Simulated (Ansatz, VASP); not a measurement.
## Al3CrB in VASP and in Ansatz

```
CELL_PARAMETERS angstrom
4.10980 0.00000 0.00000
0.00000 4.10980 0.00000
0.00000 0.00000 4.10980
ATOMIC_POSITIONS crystal
Al 0.00000 0.50000 0.50000
Al 0.50000 0.00000 0.50000
Al 0.50000 0.50000 0.00000
Cr 0.00000 0.00000 0.00000
B 0.50000 0.50000 0.50000
```

Change from the starting cell: species swapped into the Sc3SnB type (Pm-3m, No. 221).

Alike in both runs: task single point; functional PBE; k mesh 4 × 4 × 4; occupations gaussian, width 0.1 eV; collinear spin.

|  | VASP | Ansatz |
| --- | --- | --- |
| version | VASP 6.6.1 | Ansatz 0.2.0 |
| potentials or method | VASP PAW PBE potentials, release 64 (Al, Cr_pv, B), cutoff 520 eV | scalar-relativistic, plane waves, PAW |
| valence electrons in the cell | 24 | 26 |

```tsv
	VASP	Ansatz	Ansatz less VASP
gap on the k mesh at the Fermi level (eV)	none	none	-
pressure (GPa)	7.0	7.0	+0.04
net moment per atom (μB)	0.82	0.82	-0.001
size of the moment on the site where the two differ most (μB)	3.47	3.51	+0.036
```

Site moments also hang on the region over which each program counts them. A gap of «none» marks a metal or a gap that the smearing closes. VASP's potentials hold 24 valence electrons a cell and Ansatz's 26, so a difference there can come from the potentials and not from the codes.

The k mesh is coarse, so the values compare programs but aren't converged.
